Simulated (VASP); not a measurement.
Here is a VASP 6.6.1 calculation.

Contents of INCAR:

```
SYSTEM = Si2Bi2Te
PREC     = Accurate       ! precision mode
ENCUT    = 600            ! plane-wave cutoff, eV
EDIFF    = 1E-6           ! SCF threshold, eV
ISMEAR   = 0              ! smearing method
SIGMA    = 0.1            ! smearing width, eV
LREAL    = .FALSE.        ! projectors in reciprocal space
LASPH    = .TRUE.         ! aspherical terms in the spheres
NELM     = 80             ! most SCF steps
ALGO     = Normal         ! electronic algorithm
ISIF     = 3              ! what is computed and relaxed
LWAVE    = .FALSE.        ! write WAVECAR
LCHARG   = .FALSE.        ! write CHGCAR
GGA      = PE             ! functional
IBRION   = 2              ! ionic algorithm
NSW      = 100            ! ionic steps
EDIFFG   = -0.01          ! ionic threshold
```

Contents of KPOINTS:

```
Automatic mesh
0
G
  8 8 8
  0 0 0
```

The input POSCAR:

```
Si2Bi2Te
1.0
   -3.1013570903      3.1013570903      3.9137775726
    3.1013570903     -3.1013570903      3.9137775726
    3.1013570903      3.1013570903     -3.9137775726
Si Bi Te
2 2 1
Direct
    0.8562761950      0.8562761950      0.0000000000
    0.1437238050      0.1437238050      0.0000000000
    0.5000000000      0.0000000000      0.5000000000
    0.0000000000      0.5000000000      0.5000000000
    0.5000000000      0.5000000000      0.0000000000
```

Potentials or basis: VASP PAW PBE potentials, release 64 (Si, Bi_d, Te).

Launch:

```sh
$ cat potpaw_PBE.64/Si/POTCAR potpaw_PBE.64/Bi_d/POTCAR potpaw_PBE.64/Te/POTCAR > POTCAR
$ mpirun -np 1 vasp_std > vasp.out
```

Question: What does it give for the relaxed cell?

Answer: a = 5.891 Å, b = 5.891 Å, c = 5.891 Å, α = 117.32°, β = 117.32°, γ = 94.72°.

Question: Estimate the relaxed volume.

Answer: 29.97 Å³/atom.

Question: What does it give for the space group after relaxing (to 0.1 Å)?

Answer: I4/mmm (No. 139).

Final structure:
```cif
data_structure
_symmetry_space_group_name_H-M 'P 1'
_symmetry_Int_Tables_number 1
_cell_length_a 5.8907
_cell_length_b 5.8907
_cell_length_c 5.8907
_cell_angle_alpha 117.316
_cell_angle_beta 117.316
_cell_angle_gamma 94.716
_cell_volume 149.85
loop_
_atom_site_label
_atom_site_type_symbol
_atom_site_fract_x
_atom_site_fract_y
_atom_site_fract_z
_atom_site_occupancy
Si1 Si 0.85684 0.85684 0.00000 1
Si2 Si 0.14316 0.14316 0.00000 1
Bi1 Bi 0.50000 0.00000 0.50000 1
Bi2 Bi 0.00000 0.50000 0.50000 1
Te1 Te 0.50000 0.50000 0.00000 1
```

Caveat: the highest band is partly filled, so the run has too few bands.
